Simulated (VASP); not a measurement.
# KCl in VASP: further runs

Aim: see how the results for KCl move with the level of theory and the settings. Levels: PBE, HSE06, r2SCAN. Tasks: single point.

Program: VASP 6.6.1. These are calculated values, not measurements. Logs are shortened: lines on timing, memory, paths and dates and some standing lists are left out, and cuts for length are marked.

### 1 The cell of the first run

The structure is trigonal, space group R-3m (No. 166). The conventional cell has a = 5.357 Å, b = 5.357 Å, c = 6.502 Å, α = 90.00°, β = 90.00°, γ = 120.00°. Within 4.3 Å of K (site symmetry -3m) lie 8 Cl at 3.25 to 3.28 Å and 6 K at 3.78 Å. Within 4.3 Å of Cl (site symmetry -3m) lie 8 K at 3.25 to 3.28 Å and 6 Cl at 3.78 Å.

### 2 Single point, PBE (epitaxial 111 strain +0.4%)

The input, INCAR:

```
PREC     = Accurate       # precision mode
ENCUT    = 520            # plane-wave cutoff, eV
EDIFF    = 1E-7           # SCF threshold, eV
ISMEAR   = -1             # smearing method
SIGMA    = 0.02           # smearing width, eV
LREAL    = F              # projectors in reciprocal space
LASPH    = T              # aspherical terms in the spheres
NELM     = 80             # most SCF steps
ALGO     = Normal         # electronic algorithm
ISIF     = 2              # what is computed and relaxed
LWAVE    = F              # write WAVECAR
LCHARG   = T              # write CHGCAR
GGA      = PE             # functional
LELF     = T              # ELF
LVHAR    = T            
NBANDS   = 15             # bands
```

The input, KPOINTS:

```
regular mesh
0
Gamma
  8 8 8
```

The input, POSCAR:

```
KCl
1.0
    3.7764751200     -0.0112863111     -0.0112863111
   -0.0112863111      3.7764751200     -0.0112863111
   -0.0112863111     -0.0112863111      3.7764751200
K Cl
1 1
Direct
    0.0000000000      0.0000000000      0.0000000000
    0.5000000000      0.5000000000      0.5000000000
```

Potentials or basis: VASP PAW PBE potentials, release 64 (K_sv, Cl).

Started as:

```
$ cat potpaw_PBE.64/K_sv/POTCAR potpaw_PBE.64/Cl/POTCAR > POTCAR
$ mpirun -np 1 vasp_std > vasp.out
```

OUTCAR:

```text
PREC = Accurate
   ENCUT = 520
   EDIFF = 1E-7
   ISMEAR = -1
   LREAL = F
   LASPH = T
   NELM = 80
   ISIF = 2
   GGA = PE

 ion  position               nearest neighbor table
   1  0.000  0.000  0.000-
   2  0.500  0.500  0.500-

  LATTYP: Found a trigonal (rhomboedric) cell.
 ALAT       =     3.7765088499
 COS(alpha) =    -0.0059681287

  Lattice vectors:

 A1 = (   3.7764751200,  -0.0112863111,  -0.0112863111)
 A2 = (  -0.0112863111,   3.7764751200,  -0.0112863111)
 A3 = (  -0.0112863111,  -0.0112863111,   3.7764751200)

Analysis of symmetry for initial positions (statically):
=====================================================================
 Subroutine PRICEL returns:
 Original cell was already a primitive cell.

 Routine SETGRP: Setting up the symmetry group for a
 trigonal (rhombohedral) supercell.

 Subroutine GETGRP returns: Found 12 space group operations
 (whereof 12 operations were pure point group operations)
 out of a pool of 12 trial point group operations.

The static configuration has the point symmetry D_3d.

Analysis of symmetry for dynamics (positions and initial velocities):
=====================================================================
 Subroutine PRICEL returns:
 Original cell was already a primitive cell.

 Routine SETGRP: Setting up the symmetry group for a
 trigonal (rhombohedral) supercell.

 Subroutine GETGRP returns: Found 12 space group operations
 (whereof 12 operations were pure point group operations)
 out of a pool of 12 trial point group operations.

The dynamic configuration has the point symmetry D_3d.

 Subroutine INISYM returns: Found 12 space group operations
 (whereof 12 operations are pure point group operations),
 and found     1 'primitive' translations

----------------------------------------------------------------------------------------

                                     Primitive cell

  volume of cell :      53.8578

  direct lattice vectors                    reciprocal lattice vectors
     3.776475120 -0.011286311 -0.011286311     0.264801934  0.000793755  0.000793755
    -0.011286311  3.776475120 -0.011286311     0.000793755  0.264801934  0.000793755
    -0.011286311 -0.011286311  3.776475120     0.000793755  0.000793755  0.264801934

  length of vectors
     3.776508850  3.776508850  3.776508850     0.264804314  0.264804314  0.264804314

  position of ions in fractional coordinates (direct lattice)
     0.000000000  0.000000000  0.000000000
     0.500000000  0.500000000  0.500000000

  ion indices of the primitive-cell ions
   primitive index   ion index
                 1           1
                 2           2

----------------------------------------------------------------------------------------

 KPOINTS: regular mesh

Automatic generation of k-mesh.
 Grid dimensions read from file:
 generate k-points for:    8    8    8

 Generating k-lattice:

  Cartesian coordinates                     Fractional coordinates (reciprocal lattice)
     0.033100242  0.000099219  0.000099219     0.125000000 -0.000000000 -0.000000000
     0.000099219  0.033100242  0.000099219    -0.000000000  0.125000000 -0.000000000
     0.000099219  0.000099219  0.033100242    -0.000000000 -0.000000000  0.125000000

  Length of vectors
     0.033100539  0.033100539  0.033100539

  Shift w.r.t. Gamma in fractional coordinates (k-lattice)
     0.000000000  0.000000000  0.000000000

 Subroutine IBZKPT returns following result:
 ===========================================

 Found     65 irreducible k-points:

 Following reciprocal coordinates:
            Coordinates               Weight
  0.000000  0.000000  0.000000      1.000000
  0.125000 -0.000000  0.000000      6.000000
  0.250000 -0.000000  0.000000      6.000000
  0.375000 -0.000000 -0.000000      6.000000
  0.500000 -0.000000  0.000000      3.000000
  0.125000  0.125000 -0.000000      6.000000
[... 16 lines left out ...]
  0.250000  0.125000  0.125000      6.000000
  0.375000  0.125000  0.125000      6.000000
 [... further k-points ...]
   k-points           NKPTS =     65   k-points in BZ     NKDIM =     65   number of bands    NBANDS=     15
   number of dos      NEDOS =    301   number of ions     NIONS =      2
   total plane-waves  NPLWV =  21952
   dimension x,y,z NGX =    28 NGY =   28 NGZ =   28
   dimension x,y,z NGXF=    56 NGYF=   56 NGZF=   56
   ions per type =               1   1
   NGX,Y,Z   is equivalent  to a cutoff of  12.33, 12.33, 12.33 a.u.
   NGXF,Y,Z  is equivalent  to a cutoff of  24.65, 24.65, 24.65 a.u.
 SYSTEM =  unknown system
   PREC   = accura    normal or accurate (medium, high low for compatibility)
   ISTART =      0    job   : 0-new  1-cont  2-samecut
   ICHARG =      2    charge: 1-file 2-atom 10-const
   ISPIN  =      1    spin polarized calculation?
   LNONCOLLINEAR =      F non collinear calculations
   LSORBIT =      F    spin-orbit coupling
   LASPH  =      T    aspherical Exc in radial PAW
[... 25 lines left out ...]
  Thomas-Fermi vector in A             =   2.228623
   LORBIT       =      0    0 simple, 1 ext, 2 COOP (PROOUT), +10 PAW based schemes
   GGA     = PE    functional components
   LHFCALC =     F    Hartree Fock is set to
   AEXX    =    0.0000 exact exchange contribution
   IVDW    =     0    specifies the selected vdW correction
   LEPSILON=     F    determine dielectric tensor
   LRPA    =     F    only Hartree local field effects (RPA)
 non-spin polarized calculation
  energy-cutoff  :      520.00
  volume of cell :       53.86
 maximum number of plane-waves:      1472
   NGX = 15   NGY = 15   NGZ = 15

 number of electron      16.0000005 magnetization

 Free energy of the ion-electron system (eV)
  ---------------------------------------------------
  ext. energy  EPLUGINS =         0.00000000
  ---------------------------------------------------
  free energy    TOTEN  =        -6.64659769 eV

  energy without entropy =       -6.64659769  energy(sigma->0) =       -6.64659769

 E-fermi :  -0.1487     XC(G=0):  -8.2873

 val. band max:       -0.5843846169   @ k =   0.5000   0.5000  -0.0000
 cond. band min:       4.4259032672   @ k =   0.0000   0.0000   0.0000
 fundamental gap:      5.0102878841
 Fermi energy:        -0.1487315946

 k-point     1 :       0.0000    0.0000    0.0000
  band No.  band energies     occupation
      1     -28.5625      2.00000
      2     -13.2461      2.00000
      3     -11.9394      2.00000
      4     -11.9388      2.00000
      5     -11.9388      2.00000
      6      -0.8030      2.00000
      7      -0.7938      2.00000
      8      -0.7938      2.00000
      9       4.4259      0.00000
     10       5.9413      0.00000
     11       5.9413      0.00000
     12      10.1550      0.00000
     13      10.2064      0.00000
     14      10.2064      0.00000
     15      13.2288      0.00000

 k-point     2 :       0.1250   -0.0000    0.0000
  band No.  band energies     occupation
      1     -28.5590      2.00000
      2     -13.2729      2.00000
      3     -11.9339      2.00000
      4     -11.9335      2.00000
      5     -11.9186      2.00000
      6      -1.1107      2.00000
      7      -0.8033      2.00000
      8      -0.7955      2.00000
      9       4.8039      0.00000
     10       6.0736      0.00000
     11       6.2820      0.00000
     12      10.1150      0.00000
     13      10.1401      0.00000
     14      10.2698      0.00000
     15      12.6139      0.00000

 k-point     3 :       0.2500   -0.0000    0.0000
  band No.  band energies     occupation
      1     -28.5507      2.00000
      2     -13.3390      2.00000
      3     -11.9211      2.00000
      4     -11.9209      2.00000
      5     -11.8646      2.00000
      6      -1.7449      2.00000
      7      -0.8124      2.00000
      8      -0.8001      2.00000
      9       5.6792      0.00000
     10       6.4550      0.00000
     11       7.1077      0.00000
     12      10.0338      0.00000
     13      10.0385      0.00000
     14      10.4741      0.00000
     15      11.3646      0.00000
[... 343 lines left out ...]
 k-point    23 :       0.2500    0.1250    0.1250
  band No.  band energies     occupation
      1     -28.5441      2.00000
      2     -13.3026      2.00000
      3     -12.0038      2.00000
      4     -11.9576      2.00000
      5     -11.8054      2.00000
      6      -1.6752      2.00000
      7      -1.0305      2.00000
      8      -1.0060      2.00000
      9       6.1459      0.00000
     10       6.8951      0.00000
     11       7.3724      0.00000
     12       9.5029      0.00000
     13       9.5339      0.00000
     14      10.2394      0.00000
     15      12.1531      0.00000

 k-point    24 :       0.3750    0.1250    0.1250
  band No.  band energies     occupation
      1     -28.5360      2.00000
      2     -13.3216      2.00000
      3     -11.9844      2.00000
      4     -11.9434      2.00000
      5     -11.8248      2.00000
      6      -2.1372      2.00000
      7      -1.0118      2.00000
      8      -0.9624      2.00000
      9       6.9187      0.00000
     10       7.2424      0.00000
     11       7.8907      0.00000
     12       9.3218      0.00000
     13       9.5225      0.00000
     14       9.8848      0.00000
     15      11.4483      0.00000

 [... further k-points ...]
[... 5 lines left out ...]
  --------------------------------------------------------------------------------------
  -------------------------------------------------------------------------------------
  Total        0.3356998      0.3356998      0.3356998      0.0145894      0.0145894      0.0145894
  in kB        9.9865016      9.9865016      9.9865016      0.4340111      0.4340111      0.4340111
  external PRESSURE =       9.9865016 kB  Pullay stress =       0.0000000 kB

 VOLUME and BASIS-vectors are now :
 -----------------------------------------------------------------------------
  energy-cutoff  :      520.00
  volume of cell :       53.86
      direct lattice vectors                 reciprocal lattice vectors
     3.776475120 -0.011286311 -0.011286311     0.264801934  0.000793755  0.000793755
    -0.011286311  3.776475120 -0.011286311     0.000793755  0.264801934  0.000793755
    -0.011286311 -0.011286311  3.776475120     0.000793755  0.000793755  0.264801934

 POSITION                                       TOTAL-FORCE (eV/Angst)
 -----------------------------------------------------------------------------------
      0.00000      0.00000      0.00000        -0.000000     -0.000000     -0.000000
      1.87695      1.87695      1.87695         0.000000      0.000000      0.000000
 -----------------------------------------------------------------------------------
    total drift:                               -0.000000      0.000000      0.000000

  FREE ENERGIE OF THE ION-ELECTRON SYSTEM (eV)
  ---------------------------------------------------
  free  energy   TOTEN  =        -6.6465976856 eV

  energy  without entropy=       -6.6465976856  energy(sigma->0) =       -6.64659769
```

Run time: 41 s. Hardware: 1 thread of AMD EPYC 7R43 (Zen 3), shared host; peak memory 0.15 GiB.

Results:

```yaml
Free_energy: -6.6466 eV
Pressure: 1.0 GPa
Band_gap_on_the_k_mesh: 5.01 eV, indirect (least direct gap 5.22 eV)
```

Caveat: the cell differs from its parent crystal (epitaxial 111 strain +0.4%). A k mesh can miss the band edges.

### 3 Single point, HSE06 (strain -3.7%)

The input, POSCAR:

```
KCl
1.0
    3.6323892975      0.0000000000      0.0000000000
    0.0000000000      3.6323892975      0.0000000000
    0.0000000000      0.0000000000      3.6323892975
K Cl
1 1
Direct
    0.0000000000      0.0000000000      0.0000000000
    0.5000000000      0.5000000000      0.5000000000
```

The input, INCAR.step1:

```
SYSTEM = KCl
PREC = Accurate
ENCUT = 520
EDIFF = 1E-5
ISMEAR = 0
SIGMA = 0.01
LREAL = .False.
LASPH = .True.
NELM = 80
ALGO = Normal
ISIF = 2
LWAVE = .True.
LCHARG = .False.
NBANDS = 15
GGA = PE
```

The input, INCAR.step2:

```
SYSTEM = KCl
PREC = Accurate
ENCUT = 520
EDIFF = 1E-7
ISMEAR = 0
SIGMA = 0.01
LREAL = .False.
LASPH = .True.
NELM = 80
ALGO = Normal
ISIF = 2
LWAVE = .False.
LCHARG = .False.
GGA = PE
LHFCALC = .True.
HFSCREEN = 0.2079
PRECFOCK = Normal
NBANDS = 15
ISTART = 1
```

The input, KPOINTS:

```
regular mesh
0
Gamma
  6 6 6
  0 0 0
```

Potentials or basis: VASP PAW PBE potentials, release 64 (K_sv, Cl).

Started as:

```
$ cat potpaw_PBE.64/K_sv/POTCAR potpaw_PBE.64/Cl/POTCAR > POTCAR
$ cp INCAR.step1 INCAR
$ mpirun -np 1 vasp_std > vasp.out
$ cp INCAR.step2 INCAR
$ mpirun -np 1 vasp_std > vasp.out
```

Run time: 63 min. Hardware: 1 thread of AMD EPYC 7R43 (Zen 3), shared host; peak memory 0.26 GiB.

Results (log left out):

- Free energy: -7.6347 eV
- Pressure: 4.1 GPa
- Band gap on the k mesh: 6.96 eV, indirect (least direct gap 7.21 eV)

Levels at points of the mesh, in eV from the valence-band top:
| k point | band 6 | band 7 | band 8 | band 9 | band 10 | band 11 |
| --- | --- | --- | --- | --- | --- | --- |
| (0.00, 0.00, 0.00) | -0.25 | -0.25 | -0.25 | 6.96 | 7.81 | 7.81 |
| (0.50, 0.00, 0.00) | -2.38 | -0.31 | -0.31 | 9.60 | 10.01 | 10.82 |
| (0.50, 0.50, 0.00) | -1.57 | -1.57 | 0.00 | 7.67 | 9.00 | 10.72 |
| (0.50, 0.50, 0.50) | -1.87 | -1.87 | -1.87 | 10.78 | 10.78 | 10.78 |

Caveat: the cell differs from its parent crystal (strain -3.7%); the PAW data sets were made with another functional, which shifts forces and pressure a little. A k mesh can miss the band edges.

### 4 Single point, HSE06 (epitaxial 111 strain +0.4%)

The input, POSCAR:

```
KCl
1.0
    3.7764751200     -0.0112863111     -0.0112863111
   -0.0112863111      3.7764751200     -0.0112863111
   -0.0112863111     -0.0112863111      3.7764751200
K Cl
1 1
Direct
    0.0000000000      0.0000000000      0.0000000000
    0.5000000000      0.5000000000      0.5000000000
```

The input, INCAR.step1:

```
SYSTEM = KCl
ALGO = Normal ; EDIFF = 1E-5
ENCUT = 520 ; GGA = PE
ISIF = 2 ; ISMEAR = 0
LASPH = .True. ; LCHARG = .False.
LREAL = .False. ; LWAVE = .True.
NBANDS = 15 ; NELM = 100
PREC = Accurate ; SIGMA = 0.01
```

The input, INCAR.step2:

```
SYSTEM = KCl
ALGO = Normal ; EDIFF = 1E-6
ENCUT = 520 ; GGA = PE
HFSCREEN = 0.2079 ; ISIF = 2
ISMEAR = 0 ; ISTART = 1
LASPH = .True. ; LCHARG = .False.
LHFCALC = .True. ; LREAL = .False.
LWAVE = .False. ; NBANDS = 15
NELM = 100 ; PREC = Accurate
PRECFOCK = Normal ; SIGMA = 0.01
```

The input, KPOINTS:

```
k-points
0
Gamma
  6 6 6
  0 0 0
```

Started as:

```
$ cat potpaw_PBE.64/K_sv/POTCAR potpaw_PBE.64/Cl/POTCAR > POTCAR
$ cp INCAR.step1 INCAR
$ mpirun -np 1 vasp_std > vasp.out
$ cp INCAR.step2 INCAR
$ mpirun -np 1 vasp_std > vasp.out
```

It took 28 min on 1 thread of Intel Xeon 6975P-C (Granite Rapids), shared host; peak memory 0.3 GiB.

The run converged. Its results:

| Property | Result |
| --- | --- |
| Free energy | -7.7153 eV |
| Pressure | 0.6 GPa |
| Band gap on the k mesh | 6.34 eV, indirect (least direct gap 6.57 eV) |

Levels at points of the mesh, in eV from the valence-band top:
| k point | band 5 | band 6 | band 7 | band 8 | band 9 | band 10 | band 11 | band 12 |
| --- | --- | --- | --- | --- | --- | --- | --- | --- |
| (0.00, 0.00, 0.00) | -12.11 | -0.24 | -0.23 | -0.23 | 6.34 | 7.96 | 7.96 | 12.59 |
| (0.50, 0.00, 0.00) | -11.99 | -2.00 | -0.25 | -0.23 | 9.34 | 9.54 | 10.07 | 11.56 |
| (0.50, 0.50, 0.00) | -12.05 | -1.38 | -1.36 | 0.00 | 7.60 | 8.85 | 10.63 | 10.64 |
| (0.50, 0.50, 0.50) | -12.30 | -1.52 | -1.52 | -1.52 | 10.32 | 10.32 | 10.42 | 11.87 |

Caveat: the cell differs from its parent crystal (epitaxial 111 strain +0.4%); the PAW data sets were made with another functional, which shifts forces and pressure a little. A k mesh can miss the band edges.

### 5 Single point, r2SCAN (epitaxial 111 strain +0.4%)

POSCAR is that of step 4.

The input, INCAR.step1:

```
SYSTEM = KCl
ALGO     = Normal         ! electronic algorithm
EDIFF    = 1E-4           ! SCF threshold, eV
ENCUT    = 520            ! plane-wave cutoff, eV
GGA      = PE             ! functional
ISMEAR   = 0              ! smearing method
LASPH    = .TRUE.         ! aspherical terms in the spheres
LCHARG   = .FALSE.        ! write CHGCAR
LREAL    = .FALSE.        ! projectors in reciprocal space
LWAVE    = .TRUE.         ! write WAVECAR
NBANDS   = 15             ! bands
NELM     = 100            ! most SCF steps
PREC     = Accurate       ! precision mode
SIGMA    = 0.01           ! smearing width, eV
```

The input, INCAR.step2:

```
SYSTEM = KCl
ALGO     = Normal         ! electronic algorithm
EDIFF    = 1E-7           ! SCF threshold, eV
ENCUT    = 520            ! plane-wave cutoff, eV
ISIF     = 2              ! what is computed and relaxed
ISMEAR   = 0              ! smearing method
ISTART   = 1            
LASPH    = .TRUE.         ! aspherical terms in the spheres
LCHARG   = .FALSE.        ! write CHGCAR
LMIXTAU  = .TRUE.       
LREAL    = .FALSE.        ! projectors in reciprocal space
LWAVE    = .FALSE.        ! write WAVECAR
METAGGA  = R2SCAN         ! meta-GGA
NBANDS   = 15             ! bands
NELM     = 100            ! most SCF steps
PREC     = Accurate       ! precision mode
SIGMA    = 0.01           ! smearing width, eV
```

The input, KPOINTS:

```
k-points
0
G
  8 8 8
  0 0 0
```

Started as:

```
$ cat potpaw_PBE.64/K_sv/POTCAR potpaw_PBE.64/Cl/POTCAR > POTCAR
$ cp INCAR.step1 INCAR
$ mpirun -np 1 vasp_std > vasp.out
$ cp INCAR.step2 INCAR
$ mpirun -np 1 vasp_std > vasp.out
```

Run time: 72 s. Hardware: 1 thread of Intel Xeon 6975P-C (Granite Rapids), shared host; peak memory 0.19 GiB.

It converged, with:

```yaml
Free_energy: -16.4075 eV
Pressure: -0.1 GPa
Band_gap_on_the_k_mesh: 5.79 eV, indirect (least direct gap 6.00 eV)
```

Stress tensor (GPa, compression positive):
```
-0.14  0.05  0.05
 0.05 -0.14  0.05
 0.05  0.05 -0.14
```

Levels at points of the mesh, in eV from the valence-band top:
```
           k point  band 5  band 6  band 7  band 8  band 9  band 10  band 11  band 12
(0.00, 0.00, 0.00)  -11.70   -0.22   -0.21   -0.21    5.79     7.10     7.10    11.56
(0.50, 0.00, 0.00)  -11.57   -1.89   -0.24   -0.22    8.56     8.71     9.29    10.84
(0.50, 0.50, 0.00)  -11.64   -1.30   -1.28    0.00    6.86     8.08     9.72     9.73
(0.50, 0.50, 0.50)  -11.89   -1.44   -1.44   -1.44    9.62     9.62     9.72    10.92
```

Caveat: the cell differs from its parent crystal (epitaxial 111 strain +0.4%); the PAW data sets were made with another functional, which shifts forces and pressure a little.

### 6 Overview

| level | cell | k mesh | smearing | grid for exact exchange (PRECFOCK) | screening parameter | gap on the mesh (eV) | pressure (GPa) |
| --- | --- | --- | --- | --- | --- | --- | --- |
| PBE | a = 3.777 Å, angles 90.3°, 2 atoms | 8 × 8 × 8 | fermi-dirac 0.02 eV | - | - | 5.01 | 1.0 |
| HSE06 | a = 3.632 Å, 2 atoms | 6 × 6 × 6 | gaussian 0.01 eV | Normal | 0.2079 1/Å | 6.96 | 4.1 |
| HSE06 | a = 3.777 Å, angles 90.3°, 2 atoms | 6 × 6 × 6 | gaussian 0.01 eV | Normal | 0.2079 1/Å | 6.34 | 0.6 |
| r2SCAN | a = 3.777 Å, angles 90.3°, 2 atoms | 8 × 8 × 8 | gaussian 0.01 eV | - | - | 5.79 | -0.1 |

Alike in all rows: task single point; potentials or basis VASP PAW PBE potentials, release 64 (K_sv, Cl); no spin polarisation; cutoff (eV) 520.

Caveats: the PAW data sets were made with another functional, which shifts forces and pressure a little (some runs).

Total energies depend on the potentials used, so only differences within one code and one set of settings carry meaning.
